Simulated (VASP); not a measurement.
CoW3:

```
W Co
1.0
     0.00000    3.07208    3.07208
     3.07208    0.00000    3.07208
     3.07208    3.07208    0.00000
W Co
3 1
Direct
  0.25000 0.25000 0.25000
  0.75000 0.75000 0.75000
  0.50000 0.50000 0.50000
  0.00000 0.00000 0.00000
```

Base run:

| Quantity | Value |
| --- | --- |
| Program | VASP 6.6.1 |
| Functional | PBEsol |
| Potentials or basis | VASP PAW PBE potentials, release 64 (W_sv, Co) |
| Cutoff | 520 eV |
| k mesh | 12 × 12 × 12 |
| Occupations | gaussian, width 0.1 eV |
| Spin | collinear spin, ferromagnetic start |
| Starting moments | [0.48, 0.48, 0.11, 1.83] μB |
| Fixed moment | 3 μB |

Its results: pressure 3.4 GPa; net moment 3.00 μB per cell.

Q: The run is repeated on the same cell with these changes: fixed moment from 3 μB to none; moments at the start from [0.48, 0.48, 0.11, 1.83] to [0.0, 0.0, 0.0, 0.5]. What comes out?

A: Pressure -0.9 GPa; net moment 0.00 μB per cell.

Caveats: the PAW data sets were made with another functional, which shifts forces and pressure a little; the total moment is fixed, so each spin has its own Fermi level (some runs).
